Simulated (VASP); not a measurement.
# Cl (Cmce) in VASP: notebook

Cl is run at these levels: PBE+D3(BJ); tasks: single point.

All numbers are computed with VASP 6.6.1; they aren't measurements. Logs are shortened: lines on timing, memory, paths and dates and some standing lists are left out, and cuts for length are marked.

## Step 1: The cell of the first run

Symmetry: Cmce, No. 64, orthorhombic system. Conventional cell: a = 6.160 Å, b = 3.916 Å, c = 7.915 Å, α = 90.00°, β = 90.00°, γ = 90.00°. Cl (site symmetry m) has 1 Cl at 2.04 Å within 2.7 Å.

## Step 2: Single point, PBE+D3(BJ) (volume scaled by 0.88, then relaxed in part)

INCAR reads:

```
SYSTEM = Cl
ALGO = Normal
EDIFF = 1E-7
ENCUT = 520
GGA = PE
ISIF = 2
ISMEAR = 0
IVDW = 12
LASPH = .TRUE.
LCHARG = .FALSE.
LREAL = .FALSE.
LWAVE = .FALSE.
NBANDS = 22
NELM = 80
PREC = Accurate
SIGMA = 0.02
```

KPOINTS reads:

```
k-points
0
G
  8 8 4
  0 0 0
```

POSCAR reads:

```
Cl
1.0
    3.0800812459     -1.9579507596      0.0000000000
    3.0800812459      1.9579507596      0.0000000000
    0.0000000000      0.0000000000      7.9149210228
Cl
4
Direct
    0.8683343112      0.1316656888      0.1109332434
    0.6316656888      0.3683343112      0.6109332434
    0.1316656888      0.8683343112      0.8890667566
    0.3683343112      0.6316656888      0.3890667566
```

Potentials or basis: VASP PAW PBE potentials, release 64 (Cl).

Command:

```sh
> cat potpaw_PBE.64/Cl/POTCAR > POTCAR
> mpirun -np 1 vasp_std > vasp.out
```

OUTCAR:

```text
SYSTEM = Cl
   EDIFF = 1E-7
   ENCUT = 520
   GGA = PE
   ISIF = 2
   ISMEAR = 0
   IVDW = 12
   LASPH = .TRUE.
   LREAL = .FALSE.
   NELM = 80
   PREC = Accurate
 IVDW          = 12

 ion  position               nearest neighbor table
   1  0.868  0.132  0.111-   3 2.04
   2  0.632  0.368  0.611-   4 2.04
   3  0.132  0.868  0.889-   1 2.04
   4  0.368  0.632  0.389-   2 2.04

  LATTYP: Found a base centered orthorhombic cell.
 ALAT       =     3.9159015192
 B/A-ratio  =     1.5731147634
 C/A-ratio  =     2.0212257596

  Lattice vectors:

 A1 = (  -3.0800812459,  -1.9579507596,   0.0000000000)
 A2 = (   3.0800812459,  -1.9579507596,   0.0000000000)
 A3 = (   0.0000000000,   0.0000000000,   7.9149210228)

Analysis of symmetry for initial positions (statically):
=====================================================================
 Subroutine PRICEL returns:
 Original cell was already a primitive cell.

 Routine SETGRP: Setting up the symmetry group for a
 base centered orthorhombic supercell.

 Subroutine GETGRP returns: Found  8 space group operations
 (whereof  4 operations were pure point group operations)
 out of a pool of  8 trial point group operations.

The static configuration has the point symmetry C_2h.
 The point group associated with its full space group is D_2h.

Analysis of symmetry for dynamics (positions and initial velocities):
=====================================================================
 Subroutine PRICEL returns:
 Original cell was already a primitive cell.

 Routine SETGRP: Setting up the symmetry group for a
 base centered orthorhombic supercell.

 Subroutine GETGRP returns: Found  8 space group operations
 (whereof  4 operations were pure point group operations)
 out of a pool of  8 trial point group operations.

The dynamic configuration has the point symmetry C_2h.
 The point group associated with its full space group is D_2h.

 Subroutine INISYM returns: Found  8 space group operations
 (whereof  4 operations are pure point group operations),
 and found     1 'primitive' translations

----------------------------------------------------------------------------------------

                                     Primitive cell

  volume of cell :      95.4642

  direct lattice vectors                    reciprocal lattice vectors
     3.080081246 -1.957950760  0.000000000     0.162333380 -0.255369037  0.000000000
     3.080081246  1.957950760  0.000000000     0.162333380  0.255369037  0.000000000
     0.000000000  0.000000000  7.914921023     0.000000000  0.000000000  0.126343649

  length of vectors
     3.649722134  3.649722134  7.914921023     0.302597871  0.302597871  0.126343649

  position of ions in fractional coordinates (direct lattice)
     0.868334311  0.131665689  0.110933243
     0.631665689  0.368334311  0.610933243
     0.131665689  0.868334311  0.889066757
     0.368334311  0.631665689  0.389066757

  ion indices of the primitive-cell ions
   primitive index   ion index
                 1           1
                 2           2
                 3           3
                 4           4

----------------------------------------------------------------------------------------

 KPOINTS: k-points

Automatic generation of k-mesh.
 Grid dimensions read from file:
 generate k-points for:    8    8    4

 Generating k-lattice:

  Cartesian coordinates                     Fractional coordinates (reciprocal lattice)
     0.020291673 -0.031921130  0.000000000     0.125000000  0.000000000  0.000000000
     0.020291673  0.031921130  0.000000000     0.000000000  0.125000000  0.000000000
     0.000000000  0.000000000  0.031585912     0.000000000  0.000000000  0.250000000

  Length of vectors
     0.037824734  0.037824734  0.031585912

  Shift w.r.t. Gamma in fractional coordinates (k-lattice)
     0.000000000  0.000000000  0.000000000

 Subroutine IBZKPT returns following result:
 ===========================================

 Found     63 irreducible k-points:

 Following reciprocal coordinates:
            Coordinates               Weight
  0.000000  0.000000  0.000000      1.000000
  0.125000  0.000000  0.000000      4.000000
  0.250000  0.000000  0.000000      4.000000
  0.375000  0.000000  0.000000      4.000000
  0.500000  0.000000  0.000000      2.000000
  0.125000  0.125000  0.000000      2.000000
[... 16 lines left out ...]
  0.125000  0.000000  0.250000      8.000000
  0.250000  0.000000  0.250000      8.000000
 [... further k-points ...]
   k-points           NKPTS =     63   k-points in BZ     NKDIM =     63   number of bands    NBANDS=     22
   number of dos      NEDOS =    301   number of ions     NIONS =      4
   total plane-waves  NPLWV =  47040
   dimension x,y,z NGX =    28 NGY =   28 NGZ =   60
   dimension x,y,z NGXF=    56 NGYF=   56 NGZF=  120
   ions per type =               4
   NGX,Y,Z   is equivalent  to a cutoff of  12.75, 12.75, 12.60 a.u.
   NGXF,Y,Z  is equivalent  to a cutoff of  25.51, 25.51, 25.20 a.u.
 SYSTEM =  Cl
   PREC   = accura    normal or accurate (medium, high low for compatibility)
   ISTART =      0    job   : 0-new  1-cont  2-samecut
   ICHARG =      2    charge: 1-file 2-atom 10-const
   ISPIN  =      1    spin polarized calculation?
   LNONCOLLINEAR =      F non collinear calculations
   LSORBIT =      F    spin-orbit coupling
   LASPH  =      T    aspherical Exc in radial PAW
   ENCUT  =  520.0 eV  38.22 Ry    6.18 a.u.   6.79  6.79 14.72*2*pi/ulx,y,z
   NELM   =     80;   NELMIN=  2; NELMDL= -5     # of ELM steps
   EDIFF  = 0.1E-06   stopping-criterion for ELM
   LREAL  =      F    real-space projection
   EDIFFG = 0.1E-05   stopping-criterion for IOM
   NSW    =      0    number of steps for IOM
   IBRION =     -1    ionic relax: 0-MD 1-quasi-New 2-CG
   NFREE  =      0    steps in history (QN), initial steepest desc. (CG)
   ISIF   =      2    stress and relaxation
   ISYM   =      2    0-nonsym 1-usesym 2-fastsym
   POTIM  = 0.5000    time-step for ionic-motion
   TEBEG  =    0.0;   TEEND  =   0.0 temperature during run
   PSTRESS=    0.0 pullay stress
   NELECT =      28.0000    total number of electrons
   NUPDOWN=      -1.0000    fix difference up-down
   EMIN   =  10.00;   EMAX   =-10.00  energy-range for DOS
   EFERMI =   0.00;   METHOD = LEGACY
   ISMEAR =     0;   SIGMA  =   0.02  broadening in eV -4-tet -1-fermi 0-gaus
   EFERMI_NEDOS =   21; number of points for ismear=-14 and -15
   IALGO  =     38    algorithm
   IMIX   =      4    mixing-type and parameters
     AMIX     =   0.40;   BMIX     =  1.00
     AMIX_MAG =   1.60;   BMIX_MAG =  1.00
  volume/ion in A,a.u.               =      23.87       161.06
  Fermi-wavevector in a.u.,A,eV,Ry     =   1.087712  2.055478 16.097295  1.183118
  Thomas-Fermi vector in A             =   2.223878
   LORBIT       =      0    0 simple, 1 ext, 2 COOP (PROOUT), +10 PAW based schemes
   GGA     = PE    functional components
   LHFCALC =     F    Hartree Fock is set to
   AEXX    =    0.0000 exact exchange contribution
   IVDW    =    12    specifies the selected vdW correction
   LEPSILON=     F    determine dielectric tensor
   LRPA    =     F    only Hartree local field effects (RPA)
 non-spin polarized calculation
 Gauss-broadening in eV      SIGMA  =   0.02
  energy-cutoff  :      520.00
  volume of cell :       95.46
 maximum number of plane-waves:      2602
   NGX = 13   NGY = 13   NGZ = 29

 number of electron      27.9999998 magnetization

 Free energy of the ion-electron system (eV)
  ---------------------------------------------------
  ext. energy  EPLUGINS =         0.00000000
  ---------------------------------------------------
  free energy    TOTEN  =        -7.13714710 eV

  energy without entropy =       -7.13714710  energy(sigma->0) =       -7.13714710

 E-fermi :   1.1742     XC(G=0):  -8.6770

 val. band max:        1.0364063123   @ k =   0.0000   0.0000   0.0000
 cond. band min:       3.2295914599   @ k =   0.0000   0.0000   0.0000
 fundamental gap:      2.1931851476
 Fermi energy:         1.1742105349

 k-point     1 :       0.0000    0.0000    0.0000
  band No.  band energies     occupation
      1     -15.9302      2.00000
      2     -15.4310      2.00000
      3     -12.3472      2.00000
      4     -11.0543      2.00000
      5      -4.9167      2.00000
      6      -3.2019      2.00000
[... 14 lines left out ...]
     21      11.6952      0.00000
     22      12.0154      0.00000

 k-point     2 :       0.1250    0.0000    0.0000
  band No.  band energies     occupation
      1     -15.8728      2.00000
      2     -15.4057      2.00000
      3     -12.2946      2.00000
      4     -11.1050      2.00000
      5      -4.9065      2.00000
      6      -3.3130      2.00000
[... 14 lines left out ...]
     21      11.4673      0.00000
     22      11.8449      0.00000

 k-point     3 :       0.2500    0.0000    0.0000
  band No.  band energies     occupation
      1     -15.7207      2.00000
      2     -15.3513      2.00000
      3     -12.1500      2.00000
      4     -11.2509      2.00000
      5      -4.8867      2.00000
      6      -3.6783      2.00000
[... 14 lines left out ...]
     21      11.3392      0.00000
     22      12.0588      0.00000
[... 476 lines left out ...]
 k-point    23 :       0.1250    0.0000    0.2500
  band No.  band energies     occupation
      1     -15.8157      2.00000
      2     -15.4887      2.00000
      3     -12.1200      2.00000
      4     -11.2853      2.00000
      5      -4.6963      2.00000
      6      -3.6057      2.00000
[... 14 lines left out ...]
     21      11.4989      0.00000
     22      11.7455      0.00000

 k-point    24 :       0.2500    0.0000    0.2500
  band No.  band energies     occupation
      1     -15.6738      2.00000
      2     -15.4142      2.00000
      3     -12.0177      2.00000
      4     -11.3850      2.00000
      5      -4.7172      2.00000
      6      -3.8440      2.00000
[... 14 lines left out ...]
     21      11.4541      0.00000
     22      11.7311      0.00000

 [... further k-points ...]

------------------------ aborting loop because EDIFF is reached ----------------------------------------

 Edisp (eV)   -0.76294

 E8    (eV) :    -0.2594

  FORCE on cell =-STRESS in cart. coord.  units (eV):
  Direction    XX          YY          ZZ          XY          YZ          ZX
  --------------------------------------------------------------------------------------
  -------------------------------------------------------------------------------------
  Total       0.89142     0.72775     0.43348     0.00000    -0.00000     0.00000
  in kB      14.96079    12.21384     7.27511     0.00000    -0.00000     0.00000
  external pressure =       11.48 kB  Pullay stress =        0.00 kB

 VOLUME and BASIS-vectors are now :
 -----------------------------------------------------------------------------
  energy-cutoff  :      520.00
  volume of cell :       95.46
      direct lattice vectors                 reciprocal lattice vectors
     3.080081246 -1.957950760  0.000000000     0.162333380 -0.255369037  0.000000000
     3.080081246  1.957950760  0.000000000     0.162333380  0.255369037  0.000000000
     0.000000000  0.000000000  7.914921023     0.000000000  0.000000000  0.126343649

 POSITION                                       TOTAL-FORCE (eV/Angst)
 -----------------------------------------------------------------------------------
      3.08008     -1.44236      0.87803         0.000000     -0.077422     -0.142990
      3.08008     -0.51559      4.83549         0.000000      0.077422     -0.142990
      3.08008      1.44236      7.03689         0.000000      0.077422      0.142990
      3.08008      0.51559      3.07943         0.000000     -0.077422      0.142990
 -----------------------------------------------------------------------------------
    total drift:                                0.000000      0.000000      0.000000

  FREE ENERGIE OF THE ION-ELECTRON SYSTEM (eV)
  ---------------------------------------------------
  free  energy   TOTEN  =        -7.9000834213 eV

  energy  without entropy=       -7.9000834213  energy(sigma->0) =       -7.90008342
```

Run time: 2 min. Hardware: 1 thread of Intel Xeon Platinum 8375C at 2.90GHz (Ice Lake), shared host; peak memory 0.25 GiB.

What came out:

| Item | Value |
| --- | --- |
| Free energy | -7.9001 eV |
| Pressure | 1.1 GPa |
| Largest force | 0.163 eV/Å |
| Band gap on the k mesh | 2.19 eV, direct |
| Dispersion energy per atom | -0.191 eV |

Forces in eV/Å, atoms in the order of the input:
```
Cl   0.000 -0.077 -0.143
Cl   0.000  0.077 -0.143
Cl   0.000  0.077  0.143
Cl   0.000 -0.077  0.143
```

Stress tensor (GPa, compression positive):
```
1.50 0.00 0.00
0.00 1.22 0.00
0.00 0.00 0.73
```

## Step 3: Single point, PBE+D3(BJ) (volume scaled by 0.91, then relaxed in part)

INCAR reads:

```
SYSTEM = Cl
PREC = Accurate
ENCUT = 520
EDIFF = 1E-6
ISMEAR = 0
SIGMA = 0.02
LREAL = .FALSE.
LASPH = .TRUE.
NELM = 100
ALGO = Normal
ISIF = 2
LWAVE = .FALSE.
LCHARG = .FALSE.
GGA = PE
IVDW = 12
NBANDS = 22
```

KPOINTS reads:

```
regular mesh
0
G
  8 8 4
  0 0 0
```

POSCAR reads:

```
Cl
1.0
    3.1329312091     -1.9785144722      0.0000000000
    3.1329312091      1.9785144722      0.0000000000
    0.0000000000      0.0000000000      7.9630446975
Cl
4
Direct
    0.8703892428      0.1296107572      0.1103967047
    0.6296107572      0.3703892428      0.6103967047
    0.1296107572      0.8703892428      0.8896032953
    0.3703892428      0.6296107572      0.3896032953
```

Potentials or basis: VASP PAW PBE potentials, release 64 (Cl).

Command:

```sh
> cat potpaw_PBE.64/Cl/POTCAR > POTCAR
> mpirun -np 1 vasp_std > vasp.out
```

OUTCAR:

```text
SYSTEM = Cl
   PREC = Accurate
   ENCUT = 520
   EDIFF = 1E-6
   ISMEAR = 0
   LREAL = .FALSE.
   LASPH = .TRUE.
   NELM = 100
   ISIF = 2
   GGA = PE
   IVDW = 12
 IVDW          = 12

 ion  position               nearest neighbor table
   1  0.870  0.130  0.110-   3 2.04
   2  0.630  0.370  0.610-   4 2.04
   3  0.130  0.870  0.890-   1 2.04
   4  0.370  0.630  0.390-   2 2.04

  LATTYP: Found a base centered orthorhombic cell.
 ALAT       =     3.9570289444
 B/A-ratio  =     1.5834765189
[... 802 lines left out ...]

  FORCE on cell =-STRESS in cart. coord.  units (eV):
  Direction    XX          YY          ZZ          XY          YZ          ZX
  --------------------------------------------------------------------------------------
  -------------------------------------------------------------------------------------
  Total       0.58861     0.43716     0.13403     0.00000     0.00000     0.00000
  in kB       9.55299     7.09502     2.17527     0.00000     0.00000     0.00000
  external pressure =        6.27 kB  Pullay stress =        0.00 kB

 VOLUME and BASIS-vectors are now :
 -----------------------------------------------------------------------------
  energy-cutoff  :      520.00
  volume of cell :       98.72
      direct lattice vectors                 reciprocal lattice vectors
     3.132931209 -1.978514472  0.000000000     0.159594950 -0.252714856  0.000000000
     3.132931209  1.978514472  0.000000000     0.159594950  0.252714856  0.000000000
     0.000000000  0.000000000  7.963044697     0.000000000  0.000000000  0.125580106

 POSITION                                       TOTAL-FORCE (eV/Angst)
 -----------------------------------------------------------------------------------
      3.13293     -1.46564      0.87909         0.000000     -0.078777     -0.146548
      3.13293     -0.51287      4.86062         0.000000      0.078777     -0.146548
      3.13293      1.46564      7.08395         0.000000      0.078777      0.146548
      3.13293      0.51287      3.10243         0.000000     -0.078777      0.146548
 -----------------------------------------------------------------------------------
    total drift:                               -0.000000     -0.000000      0.000000

  FREE ENERGIE OF THE ION-ELECTRON SYSTEM (eV)
  ---------------------------------------------------
  free  energy   TOTEN  =        -7.9268736966 eV

  energy  without entropy=       -7.9268736966  energy(sigma->0) =       -7.92687370
```

OSZICAR:

```text
N       E                     dE             d eps       ncg     rms          rms(c)
DAV:   1     0.175957539689E+03    0.17596E+03   -0.12552E+04  2772   0.110E+03
DAV:   2     0.399033193477E+01   -0.17197E+03   -0.16644E+03  3898   0.206E+02
DAV:   3    -0.747706142393E+01   -0.11467E+02   -0.11419E+02  3554   0.596E+01
DAV:   4    -0.762193816837E+01   -0.14488E+00   -0.14482E+00  3638   0.808E+00
DAV:   5    -0.762425571191E+01   -0.23175E-02   -0.23174E-02  3614   0.991E-01    0.162E+01
DAV:   6    -0.730234185865E+01    0.32191E+00   -0.22072E-01  3432   0.268E+00    0.106E+01
DAV:   7    -0.720513263459E+01    0.97209E-01   -0.49619E-01  3420   0.388E+00    0.803E-01
DAV:   8    -0.719348364432E+01    0.11649E-01   -0.63414E-02  3120   0.152E+00    0.387E-01
DAV:   9    -0.719359320006E+01   -0.10956E-03   -0.16911E-03  3480   0.256E-01    0.965E-02
DAV:  10    -0.719367355923E+01   -0.80359E-04   -0.13902E-04  3730   0.734E-02    0.434E-02
DAV:  11    -0.719367256316E+01    0.99607E-06   -0.35569E-05  3444   0.350E-02    0.154E-02
DAV:  12    -0.719367268813E+01   -0.12497E-06   -0.39733E-06  3372   0.127E-02
   1 F= -.79268737E+01 E0= -.79268737E+01  d E =-.515780E-14
```

stdout:

```text
POSCAR found type information on POSCAR Cl
 POSCAR found :  1 types and       4 ions
 scaLAPACK will be used
 LDA part: xc-table for (Slater+PW92), standard interpolation
 POSCAR, INCAR and KPOINTS ok, starting setup
 FFT: planning ... GRIDC
 FFT: planning ... GRID_SOFT
 FFT: planning ... GRID
 WAVECAR not read
 entering main loop
```

It took 2.1 min on 1 thread of Intel Xeon Platinum 8375C at 2.90GHz (Ice Lake), shared host; peak memory 0.25 GiB.

What came out:

| Quantity | Value |
| --- | --- |
| Free energy | -7.9269 eV |
| Pressure | 0.6 GPa |
| Largest force | 0.166 eV/Å |
| Band gap on the k mesh | 2.20 eV, direct |
| Dispersion energy per atom | -0.183 eV |

Forces in eV/Å, atoms in the order of the input:
```
Cl   0.000 -0.079 -0.147
Cl   0.000  0.079 -0.147
Cl   0.000  0.079  0.147
Cl   0.000 -0.079  0.147
```

Stress tensor (GPa, compression positive):
```
0.96 0.00 0.00
0.00 0.71 0.00
0.00 0.00 0.22
```

 A k mesh can miss the band edges.

(Part 1 of 2 ends here.)
